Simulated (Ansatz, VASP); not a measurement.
One calculation of RbY2, two programs

```xyz
3
Lattice="0.0000 3.5892 3.5892 3.5892 0.0000 3.5892 3.5892 3.5892 0.0000" Properties=species:S:1:pos:R:3 pbc="T T T"
Rb    0.0000    0.0000    0.0000
Y     1.7946    1.7946    1.7946
Y     5.3839    5.3839    5.3839
```

Alike in both runs: task single point; functional PBE; k mesh 4 × 4 × 4; occupations gaussian, width 0.1 eV; no spin polarisation.

|  | VASP | Ansatz |
| --- | --- | --- |
| version | VASP 6.6.1 | Ansatz 0.2.0 |
| potentials or method | VASP PAW PBE potentials, release 64 (Rb_sv, Y_sv), cutoff 520 eV | scalar-relativistic, plane waves, PAW |
| valence electrons in the cell | 31 | 31 |

```tsv
	VASP	Ansatz	Ansatz less VASP
gap on the k mesh at the Fermi level (eV)	none	none	-
pressure (GPa)	6.6	6.6	-0.07
```

A gap of «none» marks a metal or a gap that the smearing closes.

The k mesh is coarse, so the values compare programs but aren't converged.
